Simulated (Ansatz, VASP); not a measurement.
**N: VASP beside Ansatz**

```
N
1.0
     3.39734   -2.26356    0.00000
     3.39734    2.26356    0.00000
     0.00000    0.00000    7.64250
N
4
Direct
  0.90657 0.09343 0.04598
  0.59343 0.40657 0.54598
  0.09343 0.90657 0.95402
  0.40657 0.59343 0.45402
```

Alike in both runs: functional PBEsol; k mesh 6 × 6 × 4; occupations gaussian, width 0.02 eV; no spin polarisation.

Ansatz relaxed the structure, and its values are those at the end. VASP's run is a single point on that final structure, the one shown.

|  | VASP | Ansatz |
| --- | --- | --- |
| version | VASP 6.6.1 | Ansatz 0.2.0 |
| potentials or method | VASP PAW PBE potentials, release 64 (N), cutoff 520 eV | scalar-relativistic, plane waves, PAW |
| valence electrons in the cell | 20 | 20 |

```csv
,VASP,Ansatz,Ansatz less VASP
gap on the k mesh at the Fermi level (eV),7.69,7.74,+0.046
least direct gap on the mesh (eV),7.70,7.75,+0.046
pressure (GPa),1.7,0.0,-1.68
rms of the force components (eV/Å),1.082,0.001,-1.0812
```

VASP's potentials were made for PBE, not for PBEsol.

Noted on VASP's run: the standard files for N, O and F lose accuracy on very short bonds.
